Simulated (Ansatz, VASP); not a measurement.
One calculation of Ta2N, two programs

The input INCAR:

```
SYSTEM = Ta2N
  PREC = Accurate
  ENCUT = 700
  EDIFF = 1E-6
  ISMEAR = -1
  SIGMA = 0.05
  LREAL = .FALSE.
  LASPH = .TRUE.
  NELM = 120
  ALGO = Normal
  ISIF = 2
  LWAVE = .FALSE.
  LCHARG = .FALSE.
  GGA = B5
  ALDAX = 1.0
  AGGAX = 1.0
  AGGAC = 1.0
  ALDAC = 0.0
  NBANDS = 22
  GGA_COMPAT = .FALSE.
```

Contents of KPOINTS:

```
regular mesh
0
G
  10 10 6
  0 0 0
```

The input POSCAR:

```
Ta2N
1.0
    3.1128615060      0.0000000000      0.0000000000
   -1.5564307530      2.6958171426      0.0000000000
    0.0000000000      0.0000000000      4.8698410000
Ta N
2 1
Direct
    0.3333333333      0.6666666667      0.2547110000
    0.6666666667      0.3333333333      0.7452890000
    0.0000000000      0.0000000000      0.0000000000
```

File input.yaml:

```yaml
crystal:
  lattice:
    - [3.112861506, 0.0, 0.0]
    - [-1.556430753, 2.6958171426, 0.0]
    - [0.0, 0.0, 4.869841]
  atoms:
    - { symbol: Ta, position: [0.3333333333, 0.6666666667, 0.254711] }
    - { symbol: Ta, position: [0.6666666667, 0.3333333333, 0.745289] }
    - { symbol: "N", position: [0.0, 0.0, 0.0] }
hamiltonian:
  xc: blyp
  pseudopotentials: { kind: paw }
kpoints:
  mp_grid: { grid: [10, 10, 6] }
  band_path:
    path:
      - [[0.0, 0.0, 0.0], [0.5, 0.0, 0.0], [0.3333333333, 0.3333333333, 0.0], [0.0, 0.0, 0.0], [0.0, 0.0, 0.5], [0.5, 0.0, 0.5], [0.3333333333, 0.3333333333, 0.5], [0.0, 0.0, 0.5]]
      - [[0.5, 0.0, 0.5], [0.5, 0.0, 0.0]]
      - [[0.3333333333, 0.3333333333, 0.0], [0.3333333333, 0.3333333333, 0.5]]
    npoints: 14
scf:
  occupations: { method: fermi_dirac, width: 0.05 }
  n_extra_bands: 7
output:
  forces: true
  stress: true
  eigenvalues: true
  fatbands: false
```

Alike in both runs: functional BLYP; k mesh 10 × 10 × 6; occupations fermi-dirac, width 0.05 eV; no spin polarisation.

|  | VASP | Ansatz |
| --- | --- | --- |
| version | VASP 6.6.1 | Ansatz 0.2.0 |
| potentials or method | VASP PAW PBE potentials, release 64 (Ta_sv_GW, N) | Ansatz PAW |
| plane-wave cutoff (eV) | 700 | 420 |
| valence electrons in the cell | 31 | 31 |
| task | single point | band structure |

|  | VASP | Ansatz | Ansatz less VASP |
| --- | --- | --- | --- |
| gap on the k mesh at the Fermi level (eV) | none | none | - |
| pressure (GPa) | 8.7 | 7.9 | -0.73 |
| traceless stress, the component that is largest in VASP (GPa) | 0.39 | 0.47 | +0.070 |
| rms of the force components (eV/Å) | 0.218 | 0.204 | -0.0139 |

VASP's potentials were made for PBE, not for BLYP. Atom by atom the forces differ by 0.014 eV/Å (rms over components). A gap of «none» marks a metal or a gap that the smearing closes.

Neither program's run includes spin-orbit coupling.
